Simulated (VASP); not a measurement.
# BeS (F-43m) in VASP: a series of runs, part 2 of 2

VASP 6.6.1.

### 4 Relaxation of cell and atoms, r2SCAN

This run uses another cell than the first one, of 14.83 Å³/atom, 1.028 times its volume.

The input, POSCAR:

```
BeS
1.0
    0.0000000000      2.4569115543      2.4569115543
    2.4569115543      0.0000000000      2.4569115543
    2.4569115543      2.4569115543      0.0000000000
Be S
1 1
Direct
    0.0000000000      0.0000000000      0.0000000000
    0.2500000000      0.2500000000      0.2500000000
```

The input, INCAR.step1:

```
SYSTEM = BeS
  PREC = Accurate
  ENCUT = 660
  ISMEAR = -1
  SIGMA = 0.02
  LREAL = .FALSE.
  LASPH = .TRUE.
  NELM = 120
  GGA = PE
  ALGO = Normal
  EDIFF = 1E-5
  LWAVE = .TRUE.
  LCHARG = .FALSE.
  GGA_COMPAT = .FALSE.
  IBRION = 2
  ISIF = 3
  EDIFFG = -0.005
  NELMIN = 4
  NSW = 100
```

The input, INCAR.step2:

```
SYSTEM = BeS
  PREC = Accurate
  ENCUT = 660
  EDIFF = 1E-7
  ISMEAR = -1
  SIGMA = 0.02
  LREAL = .FALSE.
  LASPH = .TRUE.
  NELM = 120
  ALGO = Normal
  ISIF = 3
  LWAVE = .FALSE.
  LCHARG = .FALSE.
  METAGGA = R2SCAN
  LMIXTAU = .TRUE.
  IBRION = 2
  NSW = 100
  EDIFFG = -0.005
  ISTART = 1
  GGA_COMPAT = .FALSE.
  NELMIN = 4
```

The input, KPOINTS:

```
Automatic mesh
0
G
  9 9 9
  0 0 0
```

Potentials or basis: VASP PAW PBE potentials, release 64 (Be, S).

On the command line:

```console
$ cat potpaw_PBE.64/Be/POTCAR potpaw_PBE.64/S/POTCAR > POTCAR
$ cp INCAR.step1 INCAR
$ mpirun -np 1 vasp_std > vasp.out
$ cp INCAR.step2 INCAR
$ mpirun -np 1 vasp_std > vasp.out
```

OUTCAR:

```text
SYSTEM = BeS
   PREC = Accurate
   ENCUT = 660
   EDIFF = 1E-7
   ISMEAR = -1
   LREAL = .FALSE.
   LASPH = .TRUE.
   NELM = 120
   ISIF = 3
   METAGGA = R2SCAN
   IBRION = 2
   NSW = 100
   EDIFFG = -0.005
   ISTART = 1
   NELMIN = 4

 ion  position               nearest neighbor table
   1  0.000  0.000  0.000-   2 2.13   2 2.13   2 2.13   2 2.13
   2  0.250  0.250  0.250-   1 2.13   1 2.13   1 2.13   1 2.13

  LATTYP: Found a face centered cubic cell.
 ALAT       =     4.9138231086

  Lattice vectors:

 A1 = (   0.0000000000,   2.4569115543,   2.4569115543)
 A2 = (   2.4569115543,   0.0000000000,   2.4569115543)
 A3 = (   2.4569115543,   2.4569115543,   0.0000000000)

Analysis of symmetry for initial positions (statically):
=====================================================================
 Subroutine PRICEL returns:
 Original cell was already a primitive cell.

 Routine SETGRP: Setting up the symmetry group for a
 face centered cubic supercell.

 Subroutine GETGRP returns: Found 24 space group operations
 (whereof 24 operations were pure point group operations)
 out of a pool of 48 trial point group operations.

The static configuration has the point symmetry T_d .

[... 169 lines left out ...]
  Total       -0.4278833     -0.4278833     -0.4278833     -0.0000000     -0.0000000      0.0000000
  in kB      -23.1119929    -23.1119929    -23.1119929     -0.0000000     -0.0000000      0.0000000
  external PRESSURE =     -23.1119929 kB  Pullay stress =       0.0000000 kB
[... 59 lines left out ...]
--------------------------------------- Ionic step        3  -------------------------------------------

 number of electron       8.0000001 magnetization

 Free energy of the ion-electron system (eV)
  ---------------------------------------------------
  ext. energy  EPLUGINS =         0.00000000
  ---------------------------------------------------
  free energy    TOTEN  =       -14.78756756 eV

  energy without entropy =      -14.78756756  energy(sigma->0) =      -14.78756756

 E-fermi :   4.1895     XC(G=0): -10.1208

 val. band max:        3.8178337600   @ k =   0.0000   0.0000   0.0000
 cond. band min:       7.5208736081   @ k =   0.4444   0.4444   0.0000
 fundamental gap:      3.7030398480
 Fermi energy:         4.1895118750

 k-point     1 :       0.0000    0.0000    0.0000
  band No.  band energies     occupation
      1     -10.3789      2.00000
      2       3.8178      2.00000
      3       3.8178      2.00000
      4       3.8178      2.00000
      5      10.0835      0.00000
      6      10.0835      0.00000
      7      10.0835      0.00000
      8      10.3761      0.00000
[... 243 lines left out ...]
 k-point    24 :       0.4444    0.4444    0.0000
  band No.  band energies     occupation
      1      -8.2818      2.00000
      2      -1.1433      2.00000
      3       1.2103      2.00000
      4       1.2103      2.00000
      5       7.5209      0.00000
      6       9.2879      0.00000
      7      17.0920      0.00000
      8      17.0920      0.00000

 [... further k-points ...]

------------------------ aborting loop because EDIFF is reached ----------------------------------------

  FORCE on cell =-STRESS in cart. coord.  units (eV):
  Direction    XX          YY          ZZ          XY          YZ          ZX
  --------------------------------------------------------------------------------------
  -------------------------------------------------------------------------------------
  Total        0.0003055      0.0003055      0.0003055      0.0000000     -0.0000000      0.0000000
  in kB        0.0169127      0.0169127      0.0169127      0.0000000     -0.0000000      0.0000000
  external PRESSURE =       0.0169127 kB  Pullay stress =       0.0000000 kB
[... 17 lines left out ...]
  FREE ENERGIE OF THE ION-ELECTRON SYSTEM (eV)
  ---------------------------------------------------
  free  energy   TOTEN  =       -14.7875675588 eV

  energy  without entropy=      -14.7875675588  energy(sigma->0) =      -14.78756756

 reached required accuracy - stopping structural energy minimisation
```

OUTCAR.step1:

```text
SYSTEM = BeS
   PREC = Accurate
   ENCUT = 660
   ISMEAR = -1
   LREAL = .FALSE.
   LASPH = .TRUE.
   NELM = 120
   GGA = PE
[... 555 lines left out ...]
  -------------------------------------------------------------------------------------
  Total        0.0039761      0.0039761      0.0039761     -0.0000000     -0.0000000      0.0000000
  in kB        0.2196851      0.2196851      0.2196851     -0.0000000     -0.0000000      0.0000000
  external PRESSURE =       0.2196851 kB  Pullay stress =       0.0000000 kB
[... 17 lines left out ...]
  FREE ENERGIE OF THE ION-ELECTRON SYSTEM (eV)
  ---------------------------------------------------
  free  energy   TOTEN  =       -10.0138594832 eV

  energy  without entropy=      -10.0138594832  energy(sigma->0) =      -10.01385948

 reached required accuracy - stopping structural energy minimisation
```

OSZICAR.step1:

```text
N       E                     dE             d eps       ncg     rms          rms(c)
DAV:   1     0.256929103814E+02    0.25693E+02   -0.46015E+03   560   0.105E+03
DAV:   2    -0.930415517352E+01   -0.34997E+02   -0.33514E+02   832   0.139E+02
DAV:   3    -0.101610846338E+02   -0.85693E+00   -0.85693E+00   680   0.272E+01
DAV:   4    -0.101653256365E+02   -0.42410E-02   -0.42410E-02   904   0.213E+00
[... 16 lines left out ...]
       N       E                     dE             d eps       ncg     rms          rms(c)
DAV:   1    -0.100144148589E+02   -0.72922E-03   -0.11863E-02   576   0.736E-01    0.187E-01
DAV:   2    -0.100139223247E+02    0.49253E-03   -0.14071E-03   680   0.221E-01    0.667E-02
DAV:   3    -0.100138624355E+02    0.59889E-04   -0.29656E-04   728   0.100E-01    0.403E-02
DAV:   4    -0.100138594832E+02    0.29523E-05   -0.29523E-06   336   0.156E-02
   3 F= -.10013859E+02 E0= -.10013859E+02  d E =-.427491E-02
```

Run time: 92 s. Hardware: 1 thread of Intel Xeon Platinum 8559C (Emerald Rapids), shared host; peak memory 0.18 GiB.

Results:

```
Free energy                            : -14.7876 eV
Relaxed volume                         : 14.47 Å³/atom
Relaxed cell                           : a = 3.446 Å, b = 3.446 Å, c = 3.446 Å, α = 60.00°, β = 60.00°, γ = 60.00°
Space group after relaxing (to 0.05 Å) : F-43m (No. 216)
Energy gained by relaxing              : 2.7 meV/atom
Ionic steps                            : 3
Pressure after relaxing                : 0.0 GPa
Band gap on the k mesh                 : 3.70 eV, indirect (least direct gap 6.27 eV)
```

Step by step:
```
step  energy change (eV)  largest force (eV/Å)  pressure (GPa)  volume (Å³)
   1              0.0000                0.0000           -2.31        29.66
   2             -0.0050                0.0000            0.63        28.75
   3             -0.0053                0.0000            0.00        28.94
```

Final structure:
```xyz
2
Lattice="0.0000 2.4367 2.4367 2.4367 0.0000 2.4367 2.4367 2.4367 0.0000" Properties=species:S:1:pos:R:3 pbc="T T T"
Be    0.0000    0.0000    0.0000
S     1.2184    1.2184    1.2184
```

Caveat: the PAW data sets were made with another functional, which shifts forces and pressure a little. A k mesh can miss the band edges.
